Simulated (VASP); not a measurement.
Crystal: ZnS.

```
Zn S
1.0
     0.00000    2.69409    2.69409
     2.69409    0.00000    2.69409
     2.69409    2.69409    0.00000
Zn S
1 1
Direct
  0.00000 0.00000 0.00000
  0.25000 0.25000 0.25000
```

Base run:

* Program: VASP 6.6.1
* Functional: r2SCAN
* Potentials or basis: VASP PAW PBE potentials, release 64 (Zn, S)
* Cutoff: 520 eV
* k mesh: 6 × 6 × 6
* Occupations: gaussian, width 0.01 eV
* Spin: no spin polarisation

Its results: band gap on the k mesh 2.71 eV; pressure 0.1 GPa.

**Question.** The run is repeated on the same cell with these changes: functional from r2SCAN to HSE06; k mesh from 6 × 6 × 6 to 4 × 4 × 4. What comes out?

**Answer.** Band gap on the k mesh 3.38 eV; pressure 1.9 GPa.

Several settings changed at once.

Caveats: some runs use coarse meshes; the PAW data sets were made with another functional, which shifts forces and pressure a little.

